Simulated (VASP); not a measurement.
# Zn4HO4 (a cell with a defect) in VASP: single point with PBEsol

Aim: the single point of Zn4HO4 (a cell with a defect) with PBEsol.

Program: VASP 6.6.1. These are calculated values, not measurements. Logs are shortened: lines on timing, memory, paths and dates and some standing lists are left out, and cuts for length are marked.

**1. The cell of the first run**

The cell holds a defect, 9 atoms: a = 5.515 Å, b = 5.515 Å, c = 3.243 Å, α = 90.00°, β = 90.00°, γ = 90.00°.

**2. Single point, PBEsol**

File INCAR:

```
ALGO     = Normal         # electronic algorithm
EDIFF    = 1E-7           # SCF threshold, eV
ENCUT    = 520            # plane-wave cutoff, eV
GGA      = PS             # functional
ISIF     = 2              # what is computed and relaxed
ISMEAR   = 0              # smearing method
LASPH    = T              # aspherical terms in the spheres
LCHARG   = F              # write CHGCAR
LREAL    = F              # projectors in reciprocal space
LWAVE    = F              # write WAVECAR
NBANDS   = 46             # bands
NELM     = 60             # most SCF steps
PREC     = Accurate       # precision mode
SIGMA    = 0.05           # smearing width, eV
```

File KPOINTS:

```
k-points
0
Gamma
  4 4 8
```

File POSCAR:

```
Zn4HO4
1.0
    5.5148137916      0.0000000000      0.0000000000
    0.0000000000      5.5148137916      0.0000000000
    0.0000000000      0.0000000000      3.2430062931
Zn O H
4 4 1
Direct
    0.1820657240      0.1820657240      0.5000000000
    0.8179342760      0.8179342760      0.5000000000
    0.6820657240      0.3179342760      0.0000000000
    0.3179342760      0.6820657240      0.0000000000
    0.8180023132      0.1819976868      0.5000000000
    0.1819976868      0.8180023132      0.5000000000
    0.6819976868      0.6819976868      0.0000000000
    0.3180023132      0.3180023132      0.0000000000
    1.0000405349     -0.1180023132      0.0000000000
```

Potentials or basis: VASP PAW PBE potentials, release 64 (Zn, O, H).

Started as:

```console
$ cat potpaw_PBE.64/Zn/POTCAR potpaw_PBE.64/O/POTCAR potpaw_PBE.64/H/POTCAR > POTCAR
$ mpirun -np 1 vasp_std > vasp.out
```

OUTCAR:

```text
EDIFF = 1E-7
   ENCUT = 520
   GGA = PS
   ISIF = 2
   ISMEAR = 0
   LASPH = T
   LREAL = F
   NELM = 60
   PREC = Accurate

 ion  position               nearest neighbor table
   1  0.182  0.182  0.500-   8 1.94   8 1.94   5 2.01   6 2.01   2 2.84
   2  0.818  0.818  0.500-   7 1.94   7 1.94   9 1.94   9 1.94   5 2.01   6 2.01   1 2.84
   3  0.682  0.318  0.000-   5 1.94   5 1.94   8 2.01   7 2.01   4 2.84
   4  0.318  0.682  0.000-   6 1.94   6 1.94   8 2.01   7 2.01   3 2.84
   5  0.818  0.182  0.500-   3 1.94   3 1.94   1 2.01   2 2.01
   6  0.182  0.818  0.500-   4 1.94   4 1.94   1 2.01   2 2.01
   7  0.682  0.682  0.000-   2 1.94   2 1.94   4 2.01   3 2.01
   8  0.318  0.318  0.000-   1 1.94   1 1.94   4 2.01   3 2.01
   9  0.000  0.882  0.000-   2 1.94   2 1.94

  LATTYP: Found a simple tetragonal cell.
 ALAT       =     5.5148137916
 C/A-ratio  =     0.5880536344

  Lattice vectors:

 A1 = (   5.5148137916,   0.0000000000,   0.0000000000)
 A2 = (   0.0000000000,   5.5148137916,   0.0000000000)
 A3 = (   0.0000000000,   0.0000000000,   3.2430062931)

Analysis of symmetry for initial positions (statically):
=====================================================================
 Subroutine PRICEL returns:
 Original cell was already a primitive cell.

 Routine SETGRP: Setting up the symmetry group for a
 simple tetragonal supercell.

 Subroutine GETGRP returns: Found  2 space group operations
 (whereof  2 operations were pure point group operations)
 out of a pool of 16 trial point group operations.

The static configuration has the point symmetry C_1h.

Analysis of symmetry for dynamics (positions and initial velocities):
=====================================================================
 Subroutine PRICEL returns:
 Original cell was already a primitive cell.

 Routine SETGRP: Setting up the symmetry group for a
 simple tetragonal supercell.

 Subroutine GETGRP returns: Found  2 space group operations
 (whereof  2 operations were pure point group operations)
 out of a pool of 16 trial point group operations.

The dynamic configuration has the point symmetry C_1h.

 Subroutine INISYM returns: Found  2 space group operations
 (whereof  2 operations are pure point group operations),
 and found     1 'primitive' translations

[... 106 lines left out ...]
   ENCUT  =  520.0 eV  38.22 Ry    6.18 a.u.  10.25 10.25  6.03*2*pi/ulx,y,z
   NELM   =     60;   NELMIN=  2; NELMDL= -5     # of ELM steps
   EDIFF  = 0.1E-06   stopping-criterion for ELM
   LREAL  =      F    real-space projection
   EDIFFG = 0.1E-05   stopping-criterion for IOM
   NSW    =      0    number of steps for IOM
   IBRION =     -1    ionic relax: 0-MD 1-quasi-New 2-CG
   NFREE  =      0    steps in history (QN), initial steepest desc. (CG)
   ISIF   =      2    stress and relaxation
   ISYM   =      2    0-nonsym 1-usesym 2-fastsym
   POTIM  = 0.5000    time-step for ionic-motion
   TEBEG  =    0.0;   TEEND  =   0.0 temperature during run
   PSTRESS=    0.0 pullay stress
   NELECT =      73.0000    total number of electrons
   NUPDOWN=      -1.0000    fix difference up-down
   EMIN   =  10.00;   EMAX   =-10.00  energy-range for DOS
   EFERMI =   0.00;   METHOD = LEGACY
   ISMEAR =     0;   SIGMA  =   0.05  broadening in eV -4-tet -1-fermi 0-gaus
   EFERMI_NEDOS =   21; number of points for ismear=-14 and -15
   IALGO  =     38    algorithm
   IMIX   =      4    mixing-type and parameters
     AMIX     =   0.40;   BMIX     =  1.00
     AMIX_MAG =   1.60;   BMIX_MAG =  1.00
  volume/ion in A,a.u.               =      10.96        73.95
  Fermi-wavevector in a.u.,A,eV,Ry     =   1.480855  2.798411 29.836656  2.192932
  Thomas-Fermi vector in A             =   2.594838
   LORBIT       =      0    0 simple, 1 ext, 2 COOP (PROOUT), +10 PAW based schemes
   GGA     = PS    functional components
   LHFCALC =     F    Hartree Fock is set to
   AEXX    =    0.0000 exact exchange contribution
   IVDW    =     0    specifies the selected vdW correction
   LEPSILON=     F    determine dielectric tensor
   LRPA    =     F    only Hartree local field effects (RPA)
 non-spin polarized calculation
 Gauss-broadening in eV      SIGMA  =   0.05
  energy-cutoff  :      520.00
  volume of cell :       98.63
 maximum number of plane-waves:      2684
 NGX is ok and might be reduce to    42
   NGX = 21   NGY = 21   NGZ = 13

 number of electron      73.0000001 magnetization

 Free energy of the ion-electron system (eV)
  ---------------------------------------------------
  ext. energy  EPLUGINS =         0.00000000
  ---------------------------------------------------
  free energy    TOTEN  =       -39.41005428 eV

  energy without entropy =      -39.40888615  energy(sigma->0) =      -39.40947021

 E-fermi :   2.5680     XC(G=0): -11.1283

 val. band max:        2.5133030462   @ k =   0.5000   0.5000   0.5000
 cond. band min:       2.6070839533   @ k =   0.2500   0.2500   0.2500
 fundamental gap:      0.0937809072
 Fermi energy:         2.5680029718

 k-point     1 :       0.0000    0.0000    0.0000
  band No.  band energies     occupation
      1     -17.2394      2.00000
      2     -16.5289      2.00000
      3     -16.3265      2.00000
      4     -16.1242      2.00000
      5      -6.1524      2.00000
      6      -5.3059      2.00000
[... 1165 lines left out ...]
     45      10.3816      0.00000
     46      10.4846      0.00000

 [... further k-points ...]
[... 5 lines left out ...]
  --------------------------------------------------------------------------------------
  -------------------------------------------------------------------------------------
  Total        2.8781889      2.3255978      4.2381206      0.0311039      0.0000000      0.0000000
  in kB       46.7541733     37.7777150     68.8453155      0.5052616      0.0000000      0.0000000
  external PRESSURE =      51.1257346 kB  Pullay stress =       0.0000000 kB

 VOLUME and BASIS-vectors are now :
 -----------------------------------------------------------------------------
  energy-cutoff  :      520.00
  volume of cell :       98.63
      direct lattice vectors                 reciprocal lattice vectors
     5.514813792  0.000000000  0.000000000     0.181329785  0.000000000  0.000000000
     0.000000000  5.514813792  0.000000000     0.000000000  0.181329785  0.000000000
     0.000000000  0.000000000  3.243006293     0.000000000  0.000000000  0.308355862

 POSITION                                       TOTAL-FORCE (eV/Angst)
 -----------------------------------------------------------------------------------
      1.00406      1.00406      1.62150        -0.068478      0.150293      0.000000
      4.51076      4.51076      1.62150        -0.205705      0.108519      0.000000
      3.76147      1.75335      0.00000         0.050192     -0.191516      0.000000
      1.75335      3.76147      0.00000         0.094740     -0.219503      0.000000
      4.51113      1.00368      1.62150        -0.189591      0.346671      0.000000
      1.00368      4.51113      1.62150         0.481201     -0.053806      0.000000
      3.76109      3.76109      0.00000        -0.531847     -0.246601      0.000000
      1.75372      1.75372      0.00000         0.067215      0.130088      0.000000
      0.00022      4.86405      0.00000         0.302272     -0.024145      0.000000
 -----------------------------------------------------------------------------------
    total drift:                                0.000058     -0.000013      0.000000

  FREE ENERGIE OF THE ION-ELECTRON SYSTEM (eV)
  ---------------------------------------------------
  free  energy   TOTEN  =       -39.4100542759 eV

  energy  without entropy=      -39.4088861502  energy(sigma->0) =      -39.40947021
```

stdout:

```text
POSCAR found type information on POSCAR ZnO H
 POSCAR found :  3 types and       9 ions
 scaLAPACK will be used
 -----------------------------------------------------------------------------
|                                                                             |
|                                                                             |
|     You enforced a specific xc type in the INCAR file but a different       |
|     I HOPE YOU KNOW WHAT YOU ARE DOING!                                     |
|                                                                             |
 -----------------------------------------------------------------------------

 LDA part: xc-table for (Slater+PW92), standard interpolation
 POSCAR, INCAR and KPOINTS ok, starting setup
 FFT: planning ... GRIDC
 FFT: planning ... GRID_SOFT
 FFT: planning ... GRID
 WAVECAR not read
 entering main loop
```

It took 6.4 min on 1 thread of AMD EPYC 7R13, shared host; peak memory 0.28 GiB.

What came out:

```
Free energy   : -39.4101 eV
Pressure      : 5.1 GPa
Largest force : 0.586 eV/Å
```

Forces in eV/Å, atoms in the order of the input:
```
Zn  -0.068  0.150  0.000
Zn  -0.206  0.109  0.000
Zn   0.050 -0.192  0.000
Zn   0.095 -0.220  0.000
O   -0.190  0.347  0.000
O    0.481 -0.054  0.000
O   -0.532 -0.247  0.000
O    0.067  0.130  0.000
H    0.302 -0.024  0.000
```

Stress tensor (GPa, compression positive):
```
4.68 0.05 0.00
0.05 3.78 0.00
0.00 0.00 6.88
```

Levels at points of the mesh, in eV from the Fermi level:
| k point | band 34 | band 35 | band 36 | band 37 | band 38 | band 39 |
| --- | --- | --- | --- | --- | --- | --- |
| (0.00, 0.00, 0.00) | -2.06 | -1.74 | -1.70 | -1.53 | 1.53 | 3.52 |
| (0.50, 0.00, 0.00) | -2.06 | -2.01 | -1.95 | -0.81 | 1.52 | 2.94 |
| (0.00, 0.50, 0.00) | -2.22 | -1.90 | -1.81 | -0.97 | 1.59 | 3.18 |
| (0.50, 0.50, 0.00) | -2.35 | -2.34 | -2.33 | -0.86 | 2.62 | 2.93 |
| (0.00, 0.00, 0.50) | -3.37 | -2.91 | -2.88 | 0.66 | 4.14 | 4.39 |
| (0.50, 0.00, 0.50) | -3.16 | -2.62 | -2.61 | 0.33 | 4.17 | 4.31 |
| (0.00, 0.50, 0.50) | -3.13 | -2.64 | -2.63 | 0.67 | 4.20 | 4.25 |
| (0.50, 0.50, 0.50) | -2.98 | -2.82 | -2.80 | -0.05 | 3.77 | 3.80 |

Caveat: the PAW data sets were made with another functional, which shifts forces and pressure a little; an odd number of electrons without spin polarisation forces a metal; a magnetic or distorted state may lie lower.
